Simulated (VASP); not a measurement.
Si2Ni:

```
CELL_PARAMETERS angstrom
0.00000 2.67548 2.67548
2.67548 0.00000 2.67548
2.67548 2.67548 0.00000
ATOMIC_POSITIONS crystal
Si 0.25000 0.25000 0.25000
Si 0.75000 0.75000 0.75000
Ni 0.00000 0.00000 0.00000
```

Base run:

| Item | Value |
| --- | --- |
| Program | VASP 6.6.1 |
| Functional | LDA |
| Potentials or basis | VASP PAW LDA potentials, release 64 (Si, Ni) |
| Cutoff | 520 eV |
| k mesh | 14 × 14 × 14 |
| Occupations | gaussian, width 0.15 eV |
| Spin | collinear spin, ferromagnetic start |
| Starting moments | [0.0, 0.0, 0.375] μB |
| Fixed moment | 0.375 μB |

Its results: pressure 0.6 GPa; site moments Si +0.05; Ni +0.19 μB.

Task: After a change of settings the same cell gave: pressure 3.4 GPa; site moments Si +0.11; Ni +0.40 μB. Which change was it?
A. fixed moment from 0.375 μB to 0.875 μB; moments at the start from [0.0, 0.0, 0.38] to [0.0, 0.0, 0.88]
B. fixed moment from 0.375 μB to 0.125 μB; moments at the start from [0.0, 0.0, 0.38] to [0.0, 0.0, 0.12]
C. fixed moment from 0.375 μB to 0.5 μB; moments at the start from [0.0, 0.0, 0.38] to [0.0, 0.0, 0.5]
D. fixed moment from 0.375 μB to 0.25 μB; moments at the start from [0.0, 0.0, 0.38] to [0.0, 0.0, 0.25]

Result: A.

Caveats: the total moment is fixed, so each spin has its own Fermi level.
